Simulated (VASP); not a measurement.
Here is a VASP 6.6.1 calculation.

File INCAR:

```
SYSTEM = H20CO12
PREC     = Accurate       ! precision mode
ENCUT    = 1000           ! plane-wave cutoff, eV
EDIFF    = 1E-6           ! SCF threshold, eV
ISMEAR   = -1             ! smearing method
SIGMA    = 0.05           ! smearing width, eV
LREAL    = Auto         
LASPH    = .True.         ! aspherical terms in the spheres
NELM     = 120            ! most SCF steps
ALGO     = Normal         ! electronic algorithm
ISIF     = 2              ! what is computed and relaxed
LWAVE    = .False.        ! write WAVECAR
LCHARG   = .False.        ! write CHGCAR
GGA      = PE             ! functional
IVDW     = 12             ! dispersion correction
NBANDS   = 70             ! bands
GGA_COMPAT= .False.
```

Contents of KPOINTS:

```
regular mesh
0
Gamma
  1 1 1
  0 0 0
```

Contents of POSCAR:

```
H20CO12
1.0
    7.1530900000      0.0000000000      0.0000000000
    0.0000000000      7.1530900000      0.0000000000
    0.0000000000      0.0000000000      7.1530900000
O H C
12 20 1
Direct
    0.5033489024      0.3521834620      0.3911456447
    0.1388490848      0.3093208669      0.3575098314
    0.4000229272      0.0856273303      0.8693026370
    0.5361459174      0.7156487616      0.3921661827
    0.7692200154      0.2906156640      0.0896815223
    0.8535472083     -0.0056618888      0.3221964214
    0.7107138314      1.2134615949      0.6838862645
    0.0198236007      0.6431066854      0.1660680909
    0.2307394427      0.9344912478      0.5584160132
    0.6473705769      0.7520106695     -0.0074233653
    0.2856248139      0.5249339796      0.7857443427
   -0.0293439618      0.5935057437      0.7150336428
    0.5697957107      0.2813189824      0.2874142503
    0.5541661016      0.3121727813      0.5071794148
    0.2774744900      0.3258172342      0.3639825586
    0.1192072237      0.1778112676      0.3836383996
    0.3343729773      0.0128056546      0.7693598151
    0.4583333916     -0.0163985075      0.9475904819
    0.5662308177      0.5811334682      0.3899433671
    0.6447563221      0.7906093730      0.3909219652
    0.8310254729      0.4068032137      0.1074920070
    0.7298663934      0.2847161157     -0.0417022573
    0.8457463837      0.0961542494      0.2361916319
    0.9221609123     -0.1063037093      0.2622363202
    0.8014158916      1.1407098191      0.6207806696
    0.6121130868      1.1320282563      0.7281049169
    0.0531238947      0.5146586999      0.2070573696
   -0.0931485554      0.6532281853      0.0890803834
    0.1057305304      0.9047558468      0.5303022889
    0.3088874878      0.8547075460      0.4811906463
    0.5714173875      0.7107557713      0.1003482411
    0.6093031124      0.6690395340     -0.1046680525
    0.1273156077      0.5520830858      0.7511019713
```

Potentials or basis: VASP PAW PBE potentials, release 64 (O_h, H_h, C_h).

The run is started by

```sh
$ cat potpaw_PBE.64/O_h/POTCAR potpaw_PBE.64/H_h/POTCAR potpaw_PBE.64/C_h/POTCAR > POTCAR
$ mpirun -np 1 vasp_gam > vasp.out
```

Question: What does it give for the dispersion energy per atom?

Answer: -0.034 eV.

Question: Estimate the largest force.

Answer: 2.739 eV/Å.

Question: Estimate the band gap on the k mesh.

Answer: 4.48 eV.

Forces on the atoms (eV/Å):
```
O    0.065 -0.141 -2.735
O    0.084  0.526 -0.166
O    0.617 -1.548  0.292
O   -1.536 -0.239 -0.285
O   -0.879 -1.019 -0.085
O    0.016 -1.053  1.526
O   -0.309  1.458  0.464
O    0.129  0.277  0.074
O    1.247  0.580  0.462
O   -0.001  0.193  0.979
O   -0.776 -0.166 -0.127
O    1.322 -0.653  0.359
H   -0.445  0.872  1.102
H    0.975 -0.780  1.419
H   -0.385 -0.121  0.115
H   -0.033 -0.063 -0.042
H    0.049  0.441  0.353
H   -0.502  0.941 -0.748
H   -0.132 -0.055  0.155
H    1.427  0.814  0.009
H    0.483  0.802  0.070
H    0.252 -0.075 -0.056
H   -0.084  0.910 -1.085
H    0.192 -0.196 -0.257
H    0.842 -0.800 -0.696
H   -0.811 -0.599  0.521
H   -0.302  0.223  0.006
H    0.121 -0.278  0.044
H   -1.540 -0.428 -0.350
H    0.428 -0.408 -0.229
H    0.194  0.290  0.031
H   -0.240 -0.512 -0.847
C   -0.466  0.806 -0.275
```

Caveat: the k points lie up to 0.88 Å⁻¹ apart.
